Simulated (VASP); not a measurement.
# SnTe2 (P6_3/mmc) in VASP: notebook

Runs on SnTe2. Level: PBEsol. Tasks: single point, relaxation of cell and atoms.

Everything below comes from runs of VASP 6.6.1. Logs are shortened: lines on timing, memory, paths and dates and some standing lists are left out, and cuts for length are marked.

### 1 The cell of the first run

It takes space group P6_3/mmc (No. 194, hexagonal). Conventional cell: a = 4.117 Å, b = 4.117 Å, c = 12.372 Å, α = 90.00°, β = 90.00°, γ = 120.00°. Sn (site symmetry -6m2) has 8 Te at 3.05 to 4.28 Å and 6 Sn at 4.12 Å within 4.3 Å. Within 4.3 Å of Te (site symmetry 3m) lie 4 Sn at 3.05 to 4.28 Å and 10 Te at 3.36 to 4.12 Å.

### 2 Single point, PBEsol

Contents of INCAR:

```
ALGO     = Normal         # electronic algorithm
EDIFF    = 1E-7           # SCF threshold, eV
ENCUT    = 520            # plane-wave cutoff, eV
GGA      = PS             # functional
ISIF     = 2              # what is computed and relaxed
ISMEAR   = -1             # smearing method
LASPH    = T              # aspherical terms in the spheres
LCHARG   = F              # write CHGCAR
LREAL    = F              # projectors in reciprocal space
LWAVE    = F              # write WAVECAR
NBANDS   = 35             # bands
NELM     = 100            # most SCF steps
PREC     = Accurate       # precision mode
SIGMA    = 0.03           # smearing width, eV
```

Contents of KPOINTS:

```
k-points
0
Gamma
  6 6 2
```

Contents of POSCAR:

```
SnTe2
1.0
    4.1166610713      0.0000000000      0.0000000000
   -2.0583305357      3.5651330665      0.0000000000
    0.0000000000      0.0000000000     12.3719580724
Sn Te
2 4
Direct
    0.3333333333      0.6666666667      0.2500000000
    0.6666666667      0.3333333333      0.7500000000
    0.6666666667      0.3333333333      0.4041543258
    0.6666666667      0.3333333333      0.0958456742
    0.3333333333      0.6666666667      0.9041543258
    0.3333333333      0.6666666667      0.5958456742
```

Potentials or basis: VASP PAW PBE potentials, release 64 (Sn_d, Te).

The run is started by

```console
cat potpaw_PBE.64/Sn_d/POTCAR potpaw_PBE.64/Te/POTCAR > POTCAR
mpirun -np 1 vasp_std > vasp.out
```

OUTCAR:

```text
EDIFF = 1E-7
   ENCUT = 520
   GGA = PS
   ISIF = 2
   ISMEAR = -1
   LASPH = T
   LREAL = F
   NELM = 100
   PREC = Accurate

 ion  position               nearest neighbor table
   1  0.333  0.667  0.250-   3 3.05   4 3.05   3 3.05   4 3.05   3 3.05   4 3.05
   2  0.667  0.333  0.750-   5 3.05   6 3.05   5 3.05   6 3.05   5 3.05   6 3.05
   3  0.667  0.333  0.404-   1 3.05   1 3.05   1 3.05   6 3.36   6 3.36   6 3.36
   4  0.667  0.333  0.096-   1 3.05   1 3.05   1 3.05   5 3.36   5 3.36   5 3.36
   5  0.333  0.667  0.904-   2 3.05   2 3.05   2 3.05   4 3.36   4 3.36   4 3.36
   6  0.333  0.667  0.596-   2 3.05   2 3.05   2 3.05   3 3.36   3 3.36   3 3.36

  LATTYP: Found a hexagonal cell.
 ALAT       =     4.1166610713
 C/A-ratio  =     3.0053380296

  Lattice vectors:

 A1 = (   4.1166610713,   0.0000000000,   0.0000000000)
 A2 = (  -2.0583305357,   3.5651330665,   0.0000000000)
 A3 = (   0.0000000000,   0.0000000000,  12.3719580724)

Analysis of symmetry for initial positions (statically):
=====================================================================
 Subroutine PRICEL returns:
 Original cell was already a primitive cell.

 Routine SETGRP: Setting up the symmetry group for a
 hexagonal supercell.

 Subroutine GETGRP returns: Found 24 space group operations
 (whereof 12 operations were pure point group operations)
 out of a pool of 24 trial point group operations.

The static configuration has the point symmetry D_3d.
 The point group associated with its full space group is D_6h.

Analysis of symmetry for dynamics (positions and initial velocities):
=====================================================================
 Subroutine PRICEL returns:
 Original cell was already a primitive cell.

 Routine SETGRP: Setting up the symmetry group for a
 hexagonal supercell.

 Subroutine GETGRP returns: Found 24 space group operations
 (whereof 12 operations were pure point group operations)
 out of a pool of 24 trial point group operations.

The dynamic configuration has the point symmetry D_3d.
 The point group associated with its full space group is D_6h.

 Subroutine INISYM returns: Found 24 space group operations
 (whereof 12 operations are pure point group operations),
 and found     1 'primitive' translations

[... 90 lines left out ...]
   NELM   =    100;   NELMIN=  2; NELMDL= -5     # of ELM steps
   EDIFF  = 0.1E-06   stopping-criterion for ELM
   LREAL  =      F    real-space projection
   EDIFFG = 0.1E-05   stopping-criterion for IOM
   NSW    =      0    number of steps for IOM
   IBRION =     -1    ionic relax: 0-MD 1-quasi-New 2-CG
   NFREE  =      0    steps in history (QN), initial steepest desc. (CG)
   ISIF   =      2    stress and relaxation
   ISYM   =      2    0-nonsym 1-usesym 2-fastsym
   POTIM  = 0.5000    time-step for ionic-motion
   TEBEG  =    0.0;   TEEND  =   0.0 temperature during run
   PSTRESS=    0.0 pullay stress
   NELECT =      52.0000    total number of electrons
   NUPDOWN=      -1.0000    fix difference up-down
   EMIN   =  10.00;   EMAX   =-10.00  energy-range for DOS
   EFERMI =   0.00;   METHOD = LEGACY
   ISMEAR =    -1;   SIGMA  =   0.03  broadening in eV -4-tet -1-fermi 0-gaus
   EFERMI_NEDOS =   21; number of points for ismear=-14 and -15
   IALGO  =     38    algorithm
   IMIX   =      4    mixing-type and parameters
     AMIX     =   0.40;   BMIX     =  1.00
     AMIX_MAG =   1.60;   BMIX_MAG =  1.00
  volume/ion in A,a.u.               =      30.26       204.22
  Fermi-wavevector in a.u.,A,eV,Ry     =   1.079086  2.039177 15.842995  1.164427
  Thomas-Fermi vector in A             =   2.215042
   LORBIT       =      0    0 simple, 1 ext, 2 COOP (PROOUT), +10 PAW based schemes
   GGA     = PS    functional components
   LHFCALC =     F    Hartree Fock is set to
   AEXX    =    0.0000 exact exchange contribution
   IVDW    =     0    specifies the selected vdW correction
   LEPSILON=     F    determine dielectric tensor
   LRPA    =     F    only Hartree local field effects (RPA)
 non-spin polarized calculation
  energy-cutoff  :      520.00
  volume of cell :      181.58
 maximum number of plane-waves:      4937
 NGX is ok and might be reduce to    32
   NGX = 15   NGY = 15   NGZ = 47

 number of electron      51.9999999 magnetization

 Free energy of the ion-electron system (eV)
  ---------------------------------------------------
  ext. energy  EPLUGINS =         0.00000000
  ---------------------------------------------------
  free energy    TOTEN  =       -22.95136765 eV

  energy without entropy =      -22.94078328  energy(sigma->0) =      -22.94607546

 E-fermi :   6.8336     XC(G=0):  -9.7961

 val. band max:        6.8251980298   @ k =   0.3333   0.0000   0.0000
 cond. band min:       6.8829535086   @ k =   0.5000   0.0000   0.0000
 fundamental gap:      0.0577554788
 Fermi energy:         6.8336373843

 k-point     1 :       0.0000    0.0000    0.0000
  band No.  band energies     occupation
      1     -14.6872      2.00000
      2     -14.6872      2.00000
      3     -14.6871      2.00000
      4     -14.6871      2.00000
      5     -14.6626      2.00000
      6     -14.6626      2.00000
[... 521 lines left out ...]
     34      12.1189      0.00000
     35      13.3924      0.00000

------------------------ aborting loop because EDIFF is reached ----------------------------------------

  FORCE on cell =-STRESS in cart. coord.  units (eV):
  Direction    XX          YY          ZZ          XY          YZ          ZX
  --------------------------------------------------------------------------------------
  -------------------------------------------------------------------------------------
  Total        0.0580202      0.0580202      0.0139870     -0.0000000     -0.0000000      0.0000000
  in kB        0.5119534      0.5119534      0.1234173     -0.0000000     -0.0000000      0.0000000
  external PRESSURE =       0.3824413 kB  Pullay stress =       0.0000000 kB

 VOLUME and BASIS-vectors are now :
 -----------------------------------------------------------------------------
  energy-cutoff  :      520.00
  volume of cell :      181.58
      direct lattice vectors                 reciprocal lattice vectors
     4.116661071  0.000000000  0.000000000     0.242915310  0.140247220  0.000000000
    -2.058330536  3.565133067  0.000000000     0.000000000  0.280494439  0.000000000
     0.000000000  0.000000000 12.371958072     0.000000000  0.000000000  0.080827949

 POSITION                                       TOTAL-FORCE (eV/Angst)
 -----------------------------------------------------------------------------------
     -0.00000      2.37676      3.09299        -0.000000      0.000000      0.000000
      2.05833      1.18838      9.27897         0.000000     -0.000000      0.000000
      2.05833      1.18838      5.00018        -0.000000      0.000000      0.008049
      2.05833      1.18838      1.18580         0.000000     -0.000000     -0.008049
     -0.00000      2.37676     11.18616        -0.000000      0.000000      0.008049
     -0.00000      2.37676      7.37178         0.000000      0.000000     -0.008049
 -----------------------------------------------------------------------------------
    total drift:                               -0.000000      0.000000      0.000000

  FREE ENERGIE OF THE ION-ELECTRON SYSTEM (eV)
  ---------------------------------------------------
  free  energy   TOTEN  =       -22.9513676470 eV

  energy  without entropy=      -22.9407832795  energy(sigma->0) =      -22.94607546
```

Run time: 67 s. Hardware: 1 thread of AMD EPYC 9R45 (Zen 5), shared host; peak memory 0.31 GiB.

What came out:

| Quantity | Value |
| --- | --- |
| Free energy | -22.9514 eV |
| Pressure | 0.0 GPa |
| Largest force | 0.008 eV/Å |
| Band gap on the k mesh | zero (bands 26 and 27 overlap by 0.55 eV) |

Forces on the atoms (eV/Å):
```
Sn   0.000  0.000  0.000
Sn   0.000  0.000  0.000
Te   0.000  0.000  0.008
Te   0.000  0.000 -0.008
Te   0.000  0.000  0.008
Te   0.000  0.000 -0.008
```

Caveat: semilocal functionals underestimate gaps, and a narrow one can read as zero; the PAW data sets were made with another functional, which shifts forces and pressure a little; spin-orbit coupling is left out, which moves the levels of the heavy elements.

### 3 Relaxation of cell and atoms, PBEsol

This run uses another cell than the first one, of 27.12 Å³/atom.

Contents of INCAR:

```
  ALGO = Normal
  EDIFF = 1E-6
  EDIFFG = -0.01
  ENCUT = 600
  GGA = PS
  IBRION = 2
  ISIF = 3
  ISMEAR = -1
  LASPH = T
  LCHARG = F
  LREAL = F
  LWAVE = F
  NELM = 60
  NSW = 100
  PREC = Accurate
  SIGMA = 0.03
```

KPOINTS is that of step 2.

Contents of POSCAR:

```
SnTe2
1.0
    3.7470308600      0.0000000000      0.0000000000
   -1.8735154300      3.2450239135      0.0000000000
    0.0000000000      0.0000000000     13.3830366400
Sn Te
2 4
Direct
    0.3333333333      0.6666666667      0.2500000000
    0.6666666667      0.3333333333      0.7500000000
    0.6666666667      0.3333333333      0.3866849101
    0.6666666667      0.3333333333      0.1133150899
    0.3333333333      0.6666666667      0.8866849101
    0.3333333333      0.6666666667      0.6133150899
```

Potentials or basis: VASP PAW PBE potentials, release 64 (Sn_d, Te).

The run is started by

```console
cat potpaw_PBE.64/Sn_d/POTCAR potpaw_PBE.64/Te/POTCAR > POTCAR
mpirun -np 1 vasp_std > vasp.out
```

It took 9.8 min on 1 thread of AMD EPYC 9R45 (Zen 5), shared host; peak memory 0.32 GiB.

It converged, with:

| Quantity | Value |
| --- | --- |
| Free energy | -22.9491 eV |
| Relaxed volume | 30.28 Å³/atom |
| Relaxed cell | a = 4.118 Å, b = 4.118 Å, c = 12.371 Å, α = 90.00°, β = 90.00°, γ = 120.00° |
| Space group after relaxing (to 0.1 Å) | P6_3/mmc (No. 194) |
| Energy gained by relaxing | 270.2 meV/atom |
| Ionic steps | 19 |
| Pressure after relaxing | 0.0 GPa |
| Largest force after relaxing | 0.006 eV/Å |
| Band gap on the k mesh | zero (bands 26 and 27 overlap by 0.55 eV) |

Forces in eV/Å, atoms in the order of the input:
```
Sn   0.000  0.000  0.000
Sn   0.000  0.000  0.000
Te   0.000  0.000 -0.006
Te   0.000  0.000  0.006
Te   0.000  0.000 -0.006
Te   0.000  0.000  0.006
```

Step by step:
| step | energy change (eV) | largest force (eV/Å) | pressure (GPa) | volume (Å³) |
| --- | --- | --- | --- | --- |
| 1 | 0.0000 | 1.9289 | 11.36 | 162.73 |
| 2 | -0.4289 | 0.3888 | -5.28 | 212.35 |
| 3 | -0.9380 | 0.2889 | -0.47 | 187.97 |
| 4 | -0.9381 | 0.3116 | -0.31 | 187.45 |
| 5 | -1.0554 | 0.4120 | -0.32 | 187.20 |
| 6 | -1.3911 | 0.6483 | -0.09 | 185.97 |
| 7 | -1.1546 | 0.6502 | 2.84 | 180.74 |
| 8 | -1.4722 | 0.7985 | 0.66 | 184.49 |
| 9 | -1.5390 | 0.5061 | -0.20 | 186.23 |
| 10 | -1.5538 | 0.2817 | -0.73 | 187.58 |
| 11 | -1.5942 | 0.1655 | -0.45 | 185.34 |
| 12 | -1.6197 | 0.0203 | -0.02 | 182.26 |
| 13 | -1.6208 | 0.0103 | 0.09 | 181.52 |
| 14 | -1.6209 | 0.0151 | 0.12 | 181.40 |
| 15 | -1.6211 | 0.0207 | -0.06 | 181.89 |
| 16 | -1.6211 | 0.0198 | -0.02 | 181.81 |
| 17 | -1.6211 | 0.0200 | -0.04 | 181.82 |
| 18 | -1.6212 | 0.0125 | -0.01 | 181.75 |
| 19 | -1.6212 | 0.0058 | 0.01 | 181.69 |

Final structure:
```
CELL_PARAMETERS angstrom
4.11805 0.00000 0.00000
-2.05902 3.56633 0.00000
0.00000 0.00000 12.37147
ATOMIC_POSITIONS crystal
Sn 0.33333 0.66667 0.25000
Sn 0.66667 0.33333 0.75000
Te 0.66667 0.33333 0.40428
Te 0.66667 0.33333 0.09572
Te 0.33333 0.66667 0.90428
Te 0.33333 0.66667 0.59572
```

Levels at points of the mesh, in eV from the Fermi level:
```tsv
k point	band 24	band 25	band 26	band 27	band 28	band 29
(0.00, 0.00, 0.00)	-0.69	-0.64	0.23	0.23	1.63	2.50
(0.50, 0.00, 0.00)	-1.98	-1.38	-0.13	0.05	0.37	1.40
(0.00, 0.00, 0.50)	-0.11	-0.11	-0.11	0.70	0.70	2.59
(0.50, 0.00, 0.50)	-1.63	-0.92	-0.92	-0.32	-0.32	2.16
```

Caveat: semilocal functionals underestimate gaps, and a narrow one can read as zero; the PAW data sets were made with another functional, which shifts forces and pressure a little; spin-orbit coupling is left out, which moves the levels of the heavy elements.

The gap in the log of VASP goes by the Fermi energy; the results here count the filled bands.